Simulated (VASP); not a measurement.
# MoS2 (P6_3/mmc) in VASP: notebook, part 2 of 2

VASP 6.6.1. Earlier steps stand in the parts before.

**3. Single point, PBE (equal xx and yy strain of +1 %)**

The input, INCAR:

```
SYSTEM = MoS2
ALGO = Normal ; EDIFF = 1E-6
ENCUT = 520 ; GGA = PE
ISIF = 2 ; ISMEAR = -1
LASPH = .True. ; LCHARG = .True.
LELF = .True. ; LREAL = .False.
LVHAR = .True. ; LWAVE = .False.
NBANDS = 35 ; NELM = 100
PREC = Accurate ; SIGMA = 0.03
```

The input, KPOINTS:

```
k-points
0
Gamma
  10 10 3
  0 0 0
```

The input, POSCAR:

```
MoS2
1.0
    3.1926116176      0.0000000000      0.0000000000
   -1.5963058088      2.7648827653      0.0000000000
    0.0000000000      0.0000000000     12.2950000000
Mo S
2 4
Direct
    0.3333333333      0.6666666667      0.2500000000
    0.6666666667      0.3333333333      0.7500000000
    0.3333333333      0.6666666667      0.6275000000
    0.6666666667      0.3333333333      0.1275000000
    0.3333333333      0.6666666667      0.8725000000
    0.6666666667      0.3333333333      0.3725000000
```

Potentials or basis: VASP PAW PBE potentials, release 64 (Mo_sv, S).

Run with:

```console
$ cat potpaw_PBE.64/Mo_sv/POTCAR potpaw_PBE.64/S/POTCAR > POTCAR
$ mpirun -np 1 vasp_std > vasp.out
```

OUTCAR:

```text
SYSTEM = MoS2
   EDIFF = 1E-6
   ENCUT = 520
   GGA = PE
   ISIF = 2
   ISMEAR = -1
   LASPH = .True.
   LREAL = .False.
   NELM = 100
   PREC = Accurate

 ion  position               nearest neighbor table
   1  0.333  0.667  0.250-   4 2.38   6 2.38   4 2.38   6 2.38   4 2.38   6 2.38
   2  0.667  0.333  0.750-   3 2.38   5 2.38   3 2.38   5 2.38   3 2.38   5 2.38
   3  0.333  0.667  0.627-   2 2.38   2 2.38   2 2.38
   4  0.667  0.333  0.127-   1 2.38   1 2.38   1 2.38
   5  0.333  0.667  0.873-   2 2.38   2 2.38   2 2.38
   6  0.667  0.333  0.373-   1 2.38   1 2.38   1 2.38

  LATTYP: Found a hexagonal cell.
 ALAT       =     3.1926116176
 C/A-ratio  =     3.8510791392

  Lattice vectors:

 A1 = (   3.1926116176,   0.0000000000,   0.0000000000)
 A2 = (  -1.5963058088,   2.7648827653,   0.0000000000)
 A3 = (   0.0000000000,   0.0000000000,  12.2950000000)

Analysis of symmetry for initial positions (statically):
=====================================================================
 Subroutine PRICEL returns:
 Original cell was already a primitive cell.

 Routine SETGRP: Setting up the symmetry group for a
 hexagonal supercell.

 Subroutine GETGRP returns: Found 24 space group operations
 (whereof 12 operations were pure point group operations)
 out of a pool of 24 trial point group operations.

The static configuration has the point symmetry D_3d.
 The point group associated with its full space group is D_6h.

Analysis of symmetry for dynamics (positions and initial velocities):
=====================================================================
 Subroutine PRICEL returns:
 Original cell was already a primitive cell.

 Routine SETGRP: Setting up the symmetry group for a
 hexagonal supercell.

 Subroutine GETGRP returns: Found 24 space group operations
 (whereof 12 operations were pure point group operations)
 out of a pool of 24 trial point group operations.

The dynamic configuration has the point symmetry D_3d.
 The point group associated with its full space group is D_6h.

 Subroutine INISYM returns: Found 24 space group operations
 (whereof 12 operations are pure point group operations),
 and found     1 'primitive' translations

----------------------------------------------------------------------------------------

                                     Primitive cell

  volume of cell :     108.5304

  direct lattice vectors                    reciprocal lattice vectors
     3.192611618  0.000000000  0.000000000     0.313223191  0.180839494  0.000000000
    -1.596305809  2.764882765  0.000000000     0.000000000  0.361678988  0.000000000
     0.000000000  0.000000000 12.295000000     0.000000000  0.000000000  0.081333876

  length of vectors
     3.192611618  3.192611618 12.295000000     0.361678988  0.361678988  0.081333876

  position of ions in fractional coordinates (direct lattice)
     0.333333333  0.666666667  0.250000000
     0.666666667  0.333333333  0.750000000
     0.333333333  0.666666667  0.627500000
     0.666666667  0.333333333  0.127500000
     0.333333333  0.666666667  0.872500000
     0.666666667  0.333333333  0.372500000

  ion indices of the primitive-cell ions
   primitive index   ion index
[... 32 lines left out ...]

 Following reciprocal coordinates:
            Coordinates               Weight
  0.000000  0.000000  0.000000      1.000000
  0.100000 -0.000000  0.000000      6.000000
  0.200000 -0.000000  0.000000      6.000000
  0.300000 -0.000000  0.000000      6.000000
  0.400000  0.000000  0.000000      6.000000
  0.500000 -0.000000  0.000000      3.000000
[... 16 lines left out ...]
  0.300000  0.100000  0.333333     24.000000
  0.400000  0.100000  0.333333     24.000000
 [... further k-points ...]
   k-points           NKPTS =     28   k-points in BZ     NKDIM =     28   number of bands    NBANDS=     35
   number of dos      NEDOS =    301   number of ions     NIONS =      6
   total plane-waves  NPLWV =  55296
   dimension x,y,z NGX =    24 NGY =   24 NGZ =   96
   dimension x,y,z NGXF=    48 NGYF=   48 NGZF=  192
   ions per type =               2   4
   NGX,Y,Z   is equivalent  to a cutoff of  12.50, 12.50, 12.98 a.u.
   NGXF,Y,Z  is equivalent  to a cutoff of  24.99, 24.99, 25.96 a.u.
 SYSTEM =  MoS2
   PREC   = accura    normal or accurate (medium, high low for compatibility)
   ISTART =      0    job   : 0-new  1-cont  2-samecut
   ICHARG =      2    charge: 1-file 2-atom 10-const
   ISPIN  =      1    spin polarized calculation?
   LNONCOLLINEAR =      F non collinear calculations
   LSORBIT =      F    spin-orbit coupling
   LASPH  =      T    aspherical Exc in radial PAW
   ENCUT  =  520.0 eV  38.22 Ry    6.18 a.u.   5.94  5.94 22.86*2*pi/ulx,y,z
   NELM   =    100;   NELMIN=  2; NELMDL= -5     # of ELM steps
   EDIFF  = 0.1E-05   stopping-criterion for ELM
   LREAL  =      F    real-space projection
   EDIFFG = 0.1E-04   stopping-criterion for IOM
   NSW    =      0    number of steps for IOM
   IBRION =     -1    ionic relax: 0-MD 1-quasi-New 2-CG
   NFREE  =      0    steps in history (QN), initial steepest desc. (CG)
   ISIF   =      2    stress and relaxation
   ISYM   =      2    0-nonsym 1-usesym 2-fastsym
   POTIM  = 0.5000    time-step for ionic-motion
   TEBEG  =    0.0;   TEEND  =   0.0 temperature during run
   PSTRESS=    0.0 pullay stress
   NELECT =      52.0000    total number of electrons
   NUPDOWN=      -1.0000    fix difference up-down
   EMIN   =  10.00;   EMAX   =-10.00  energy-range for DOS
   EFERMI =   0.00;   METHOD = LEGACY
   ISMEAR =    -1;   SIGMA  =   0.03  broadening in eV -4-tet -1-fermi 0-gaus
   EFERMI_NEDOS =   21; number of points for ismear=-14 and -15
   IALGO  =     38    algorithm
   IMIX   =      4    mixing-type and parameters
     AMIX     =   0.40;   BMIX     =  1.00
     AMIX_MAG =   1.60;   BMIX_MAG =  1.00
  volume/ion in A,a.u.               =      18.09       122.07
  Fermi-wavevector in a.u.,A,eV,Ry     =   1.281029  2.420793 22.327627  1.641034
  Thomas-Fermi vector in A             =   2.413422
   LORBIT       =      0    0 simple, 1 ext, 2 COOP (PROOUT), +10 PAW based schemes
   GGA     = PE    functional components
   LHFCALC =     F    Hartree Fock is set to
   AEXX    =    0.0000 exact exchange contribution
   IVDW    =     0    specifies the selected vdW correction
   LEPSILON=     F    determine dielectric tensor
   LRPA    =     F    only Hartree local field effects (RPA)
 non-spin polarized calculation
  energy-cutoff  :      520.00
  volume of cell :      108.53
 maximum number of plane-waves:      2954
 NGX is ok and might be reduce to    24
   NGX = 11   NGY = 11   NGZ = 45

 number of electron      51.9999999 magnetization

 Free energy of the ion-electron system (eV)
  ---------------------------------------------------
  ext. energy  EPLUGINS =         0.00000000
  ---------------------------------------------------
  free energy    TOTEN  =       -43.53153793 eV

  energy without entropy =      -43.53153784  energy(sigma->0) =      -43.53153788

 E-fermi :   7.8568     XC(G=0): -10.6855

 val. band max:        7.5247888743   @ k =   0.0000   0.0000   0.0000
 cond. band min:       8.2804670019   @ k =   0.3000   0.3000   0.0000
 fundamental gap:      0.7556781276
 Fermi energy:         7.8568096670

 k-point     1 :       0.0000    0.0000    0.0000
  band No.  band energies     occupation
      1     -54.1851      2.00000
      2     -54.1851      2.00000
      3     -28.3330      2.00000
      4     -28.3329      2.00000
      5     -28.1551      2.00000
      6     -28.1551      2.00000
[... 901 lines left out ...]
     34      11.2048      0.00000
     35      13.2426      0.00000

 [... further k-points ...]

------------------------ aborting loop because EDIFF is reached ----------------------------------------

  FORCE on cell =-STRESS in cart. coord.  units (eV):
  Direction    XX          YY          ZZ          XY          YZ          ZX
  --------------------------------------------------------------------------------------
  -------------------------------------------------------------------------------------
  Total        1.9514790      1.9514790      7.2547435      0.0000000      0.0000000      0.0000000
  in kB       28.8086635     28.8086635    107.0979855      0.0000000      0.0000000      0.0000000
  external PRESSURE =      54.9051042 kB  Pullay stress =       0.0000000 kB

 VOLUME and BASIS-vectors are now :
 -----------------------------------------------------------------------------
  energy-cutoff  :      520.00
  volume of cell :      108.53
      direct lattice vectors                 reciprocal lattice vectors
     3.192611618  0.000000000  0.000000000     0.313223191  0.180839494  0.000000000
    -1.596305809  2.764882765  0.000000000     0.000000000  0.361678988  0.000000000
     0.000000000  0.000000000 12.295000000     0.000000000  0.000000000  0.081333876

 POSITION                                       TOTAL-FORCE (eV/Angst)
 -----------------------------------------------------------------------------------
     -0.00000      1.84326      3.07375        -0.000000      0.000000     -0.000000
      1.59631      0.92163      9.22125         0.000000     -0.000000     -0.000000
     -0.00000      1.84326      7.71511        -0.000000     -0.000000     -0.963975
      1.59631      0.92163      1.56761         0.000000      0.000000     -0.963975
     -0.00000      1.84326     10.72739         0.000000      0.000000      0.963975
      1.59631      0.92163      4.57989         0.000000      0.000000      0.963975
 -----------------------------------------------------------------------------------
    total drift:                               -0.000000      0.000000     -0.000000

  FREE ENERGIE OF THE ION-ELECTRON SYSTEM (eV)
  ---------------------------------------------------
  free  energy   TOTEN  =       -43.5315379261 eV

  energy  without entropy=      -43.5315378356  energy(sigma->0) =      -43.53153788
```

Wall time 89 s (1 thread of Intel Xeon Platinum 8488C (Sapphire Rapids), shared host); peak memory 0.27 GiB.

What came out:

- Free energy: -43.5315 eV
- Pressure: 5.5 GPa
- Largest force: 0.964 eV/Å
- Band gap on the k mesh: 0.76 eV (least direct gap 1.79 eV)

Forces on the atoms (eV/Å):
```
Mo   0.000  0.000  0.000
Mo   0.000  0.000  0.000
S    0.000  0.000 -0.964
S    0.000  0.000 -0.964
S    0.000  0.000  0.964
S    0.000  0.000  0.964
```

Caveat: the cell differs from its parent crystal (equal xx and yy strain of +1 %); the cell stands under pressure; an odd mesh through Γ misses points on the zone boundary, where band edges can lie; this functional lacks dispersion, which binds the layers, so the pressure and a relaxed spacing across them are unreliable.

**4. Single point, PBE (equal xx and yy strain of +3 %)**

The input, INCAR:

```
  PREC = Accurate
  ENCUT = 520
  EDIFF = 1E-6
  ISMEAR = -1
  SIGMA = 0.03
  LREAL = F
  LASPH = T
  NELM = 100
  ALGO = Normal
  ISIF = 2
  LWAVE = F
  LCHARG = F
  GGA = PE
  NBANDS = 35
```

The input, KPOINTS:

```
regular mesh
0
Gamma
  10 10 3
```

POSCAR: that of step 3 with these lines changed.

```diff
@@ -2,4 +2,4 @@
 1.0
-    3.1926116176      0.0000000000      0.0000000000
-   -1.5963058088      2.7648827653      0.0000000000
+    3.2558316496      0.0000000000      0.0000000000
+   -1.6279158248      2.8196329190      0.0000000000
     0.0000000000      0.0000000000     12.2950000000
```

Run with:

```console
$ cat potpaw_PBE.64/Mo_sv/POTCAR potpaw_PBE.64/S/POTCAR > POTCAR
$ mpirun -np 1 vasp_std > vasp.out
```

Run time: 93 s. Hardware: 1 thread of Intel Xeon Platinum 8488C (Sapphire Rapids), shared host; peak memory 0.27 GiB.

It converged, with:

| Property | Result |
| --- | --- |
| Free energy | -43.5226 eV |
| Pressure | -0.1 GPa |
| Largest force | 0.546 eV/Å |
| Band gap on the k mesh | 0.53 eV (least direct gap 1.63 eV) |

Forces in eV/Å, atoms in the order of the input:
```
Mo   0.000  0.000  0.000
Mo   0.000  0.000  0.000
S    0.000  0.000 -0.546
S    0.000  0.000 -0.546
S    0.000  0.000  0.546
S    0.000  0.000  0.546
```

Stress tensor (GPa, compression positive):
```
-3.46  0.00  0.00
 0.00 -3.46  0.00
 0.00  0.00  6.61
```

Levels at points of the mesh, in eV from the valence-band top:
```tsv
k point	band 23	band 24	band 25	band 26	band 27	band 28	band 29	band 30
(0.00, 0.00, 0.00)	-2.67	-1.18	-0.93	0.00	1.69	1.69	1.71	1.71
(0.50, 0.00, 0.00)	-2.26	-2.11	-1.59	-1.42	1.04	1.09	1.52	1.65
```

Caveat: the cell differs from its parent crystal (equal xx and yy strain of +3 %); an odd mesh through Γ misses points on the zone boundary, where band edges can lie; this functional lacks dispersion, which binds the layers, so the pressure and a relaxed spacing across them are unreliable.

**5. Single point, PBE (16.67 Å³/atom)**

This run uses another cell than the first one, of 16.67 Å³/atom.

The input, INCAR:

```
PREC     = Accurate       # precision mode
ENCUT    = 520            # plane-wave cutoff, eV
EDIFF    = 1E-6           # SCF threshold, eV
ISMEAR   = -1             # smearing method
SIGMA    = 0.03           # smearing width, eV
LREAL    = False          # projectors in reciprocal space
LASPH    = True           # aspherical terms in the spheres
NELM     = 60             # most SCF steps
ALGO     = Normal         # electronic algorithm
ISIF     = 2              # what is computed and relaxed
LWAVE    = False          # write WAVECAR
LCHARG   = False          # write CHGCAR
GGA      = PE             # functional
NBANDS   = 35             # bands
```

KPOINTS is that of step 4.

POSCAR: that of step 4 with these lines changed.

```diff
@@ -2,5 +2,5 @@
 1.0
-    3.2558316496      0.0000000000      0.0000000000
-   -1.6279158248      2.8196329190      0.0000000000
-    0.0000000000      0.0000000000     12.2950000000
+    3.0964732586      0.0000000000      0.0000000000
+   -1.5482366293      2.6816245041      0.0000000000
+    0.0000000000      0.0000000000     12.0440112067
 Mo S
```

Potentials or basis: VASP PAW PBE potentials, release 64 (Mo_sv, S).

Run with:

```console
$ cat potpaw_PBE.64/Mo_sv/POTCAR potpaw_PBE.64/S/POTCAR > POTCAR
$ mpirun -np 1 vasp_std > vasp.out
```

OUTCAR:

```text
PREC = Accurate
   ENCUT = 520
   EDIFF = 1E-6
   ISMEAR = -1
   LREAL = False
   LASPH = True
   NELM = 60
   ISIF = 2
   GGA = PE

 ion  position               nearest neighbor table
   1  0.333  0.667  0.250-   4 2.32   6 2.32   4 2.32   6 2.32   4 2.32   6 2.32
   2  0.667  0.333  0.750-   3 2.32   5 2.32   3 2.32   5 2.32   3 2.32   5 2.32
   3  0.333  0.667  0.627-   2 2.32   2 2.32   2 2.32
   4  0.667  0.333  0.127-   1 2.32   1 2.32   1 2.32
   5  0.333  0.667  0.873-   2 2.32   2 2.32   2 2.32
   6  0.667  0.333  0.373-   1 2.32   1 2.32   1 2.32

  LATTYP: Found a hexagonal cell.
[... 1119 lines left out ...]
  -------------------------------------------------------------------------------------
  Total       11.4129563     11.4129563     16.4443354      0.0000000      0.0000000      0.0000000
  in kB      182.8404519    182.8404519    263.4453027      0.0000000      0.0000000      0.0000000
  external PRESSURE =     209.7087355 kB  Pullay stress =       0.0000000 kB

 VOLUME and BASIS-vectors are now :
 -----------------------------------------------------------------------------
  energy-cutoff  :      520.00
  volume of cell :      100.01
      direct lattice vectors                 reciprocal lattice vectors
     3.096473259  0.000000000  0.000000000     0.322948050  0.186454143  0.000000000
    -1.548236629  2.681624504  0.000000000     0.000000000  0.372908287  0.000000000
     0.000000000  0.000000000 12.044011207     0.000000000  0.000000000  0.083028817

 POSITION                                       TOTAL-FORCE (eV/Angst)
 -----------------------------------------------------------------------------------
     -0.00000      1.78775      3.01100        -0.000000      0.000000     -0.000000
      1.54824      0.89387      9.03301         0.000000     -0.000000     -0.000000
     -0.00000      1.78775      7.55762        -0.000000     -0.000000     -2.452848
      1.54824      0.89387      1.53561         0.000000     -0.000000     -2.452848
     -0.00000      1.78775     10.50840        -0.000000      0.000000      2.452848
      1.54824      0.89387      4.48639         0.000000      0.000000      2.452848
 -----------------------------------------------------------------------------------
    total drift:                               -0.000000      0.000000     -0.000000

  FREE ENERGIE OF THE ION-ELECTRON SYSTEM (eV)
  ---------------------------------------------------
  free  energy   TOTEN  =       -42.8865508053 eV

  energy  without entropy=      -42.8865507938  energy(sigma->0) =      -42.88655080
```

stdout:

```text
POSCAR found type information on POSCAR MoS
 POSCAR found :  2 types and       6 ions
 scaLAPACK will be used
 LDA part: xc-table for (Slater+PW92), standard interpolation
 POSCAR, INCAR and KPOINTS ok, starting setup
 FFT: planning ... GRIDC
 FFT: planning ... GRID_SOFT
 FFT: planning ... GRID
 WAVECAR not read
 entering main loop
```

Run time: 1.9 min. Hardware: 1 thread of Intel Xeon 8259CL, shared host; peak memory 0.26 GiB.

What came out:

```
Free energy            : -42.8866 eV
Pressure               : 21.0 GPa
Largest force          : 2.453 eV/Å
Band gap on the k mesh : 0.89 eV (least direct gap 2.03 eV)
```

Forces in eV/Å, atoms in the order of the input:
```
Mo   0.000  0.000  0.000
Mo   0.000  0.000  0.000
S    0.000  0.000 -2.453
S    0.000  0.000 -2.453
S    0.000  0.000  2.453
S    0.000  0.000  2.453
```

Caveat: the cell stands under pressure; an odd mesh through Γ misses points on the zone boundary, where band edges can lie; this functional lacks dispersion, which binds the layers, so the pressure and a relaxed spacing across them are unreliable; forces of over 1 eV/Å act on the atoms, so gaps and moduli don't describe the material at rest.

**6. Overview**

| cell | gap on the mesh (eV) | pressure (GPa) | largest force (eV/Å) |
| --- | --- | --- | --- |
| a = 3.098, b = 3.098, c = 12.295 Å, angles 90.0, 90.0, 120.0°, 6 atoms | 1.02 | 16.2 | 1.72 |
| a = 3.193, b = 3.193, c = 12.295 Å, angles 90.0, 90.0, 120.0°, 6 atoms | 0.76 | 5.5 | 0.96 |
| a = 3.256, b = 3.256, c = 12.295 Å, angles 90.0, 90.0, 120.0°, 6 atoms | 0.53 | -0.1 | 0.55 |
| a = 3.096, b = 3.096, c = 12.044 Å, angles 90.0, 90.0, 120.0°, 6 atoms | 0.89 | 21.0 | 2.45 |

Alike in all rows: task single point; level PBE; potentials or basis VASP PAW PBE potentials, release 64 (Mo_sv, S); no spin polarisation; k mesh 10 × 10 × 3; cutoff (eV) 520; smearing fermi-dirac 0.03 eV.

Caveats: an odd mesh through Γ misses points on the zone boundary, where band edges can lie; this functional lacks dispersion, which binds the layers, so the pressure and a relaxed spacing across them are unreliable; the cell stands under pressure (at least some runs); forces of over 1 eV/Å act on the atoms, so gaps and moduli don't describe the material at rest (at least some runs).

Total energies depend on the potentials used, so only differences within one code and one set of settings carry meaning.
